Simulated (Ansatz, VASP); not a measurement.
## One calculation of ScAsS, two programs

```xyz
3
Lattice="4.3707 0.0000 0.0000 0.0000 4.3707 0.0000 0.0000 0.0000 4.2059" Properties=species:S:1:pos:R:3 pbc="T T T"
Sc    2.1854    2.1854    0.0000
As    0.0000    0.0000    0.0000
S     2.1854    2.1854    2.1029
```

Alike in both runs: task relaxation of cell and atoms; functional PBE; k mesh 4 × 4 × 4; occupations gaussian, width 0.1 eV; no spin polarisation.

```csv
,VASP,Ansatz
version,VASP 6.6.1,Ansatz 0.2.0
potentials or method,"VASP PAW PBE potentials, release 64 (Sc_sv, As, S), cutoff 600 eV","scalar-relativistic, plane waves, PAW"
valence electrons in the cell,22,32
```

VASP gave:

| Item | Value |
| --- | --- |
| gap on the k mesh at the Fermi level, each at its own relaxed structure (eV) | none |
| relaxed volume (Å³/atom) | 24.35 |
| relaxed length of the cell vector where the two differ most in proportion (Å) | 4.839 |

Question: Estimate Ansatz's values.

Answer: gap on the k mesh at the Fermi level, each at its own relaxed structure (eV): none; relaxed volume (Å³/atom): 24.30; relaxed length of the cell vector where the two differ most in proportion (Å): 4.832.

A gap of «none» marks a metal or a gap that the smearing closes. VASP's potentials hold 22 valence electrons a cell and Ansatz's 32, so a difference there can come from the potentials and not from the codes.

The k mesh is coarse, so the values compare programs but aren't converged.
